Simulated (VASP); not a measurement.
A run of VASP 6.6.1 is set up as follows.

The input INCAR:

```
  PREC = Accurate
  ENCUT = 520
  EDIFF = 1E-7
  ISMEAR = 0
  SIGMA = 0.05
  LREAL = Auto
  LASPH = True
  NELM = 80
  ALGO = Normal
  ISIF = 2
  LWAVE = False
  LCHARG = True
  LDIPOL = True
  IDIPOL = 3
  DIPOL = 0.5 0.5 0.341
  LELF = True
  LVHAR = True
  LVACPOTAV = True
  NBANDS = 164
```

KPOINTS

```
Automatic mesh
0
Gamma
  3 3 1
```

POSCAR

```
Ge5H2
1.0
    7.9504584305      0.0000000000      0.0000000000
    0.0000000000      7.9504584305      0.0000000000
    0.0000000000      0.0000000000     19.3782629924
Ge H
20 8
Direct
    0.5000000000      0.5000000000      0.2531929680
    0.5000000000      0.0000000000      0.2531929680
    0.0000000000      0.5000000000      0.2531929680
    0.0000000000      0.0000000000      0.2531929680
    0.7500000000      0.5000000000      0.3257204060
    0.7500000000      0.0000000000      0.3257204060
    0.2500000000      0.5000000000      0.3257204060
    0.2500000000      0.0000000000      0.3257204060
    0.7478020773      0.7482687042      0.3994405622
    0.7478020773      0.2517312958      0.3994405622
    0.2511357522      0.7493698905      0.3959710918
    0.2511357522      0.2506301095      0.3959710918
   -0.0001623077      0.7226500455      0.4714494204
   -0.0001623077      0.2773499545      0.4714494204
    0.4972244845      0.7260084235      0.4726061168
    0.4972244845      0.2739915765      0.4726061168
    0.0992347416      0.0000000000      0.4951144324
    0.0952932280      0.5000000000      0.5518790661
    0.4028917793      0.0000000000      0.5088236910
    0.4299150161      0.5000000000      0.5567250147
    0.5090621173      0.6542935074      0.2055986752
    0.5090621173      0.3457064926      0.2055986752
    0.5090621173      0.1542935074      0.2055986752
    0.5090621173     -0.1542935074      0.2055986752
   -0.0090621173      0.3457064926      0.2055986752
   -0.0090621173      0.6542935074      0.2055986752
   -0.0090621173     -0.1542935074      0.2055986752
   -0.0090621173      0.1542935074      0.2055986752
```

Potentials or basis: VASP PAW LDA potentials, release 64 (Ge_d, H).

Run with:

```sh
$ cat potpaw_LDA.64/Ge_d/POTCAR potpaw_LDA.64/H/POTCAR > POTCAR
$ mpirun -np 1 vasp_std > vasp.out
```

(1) Estimate the band gap on the k mesh.

(2) Predict the largest force.

## Answers

(1) zero (bands 144 and 145 overlap by 0.07 eV).

(2) 0.815 eV/Å.
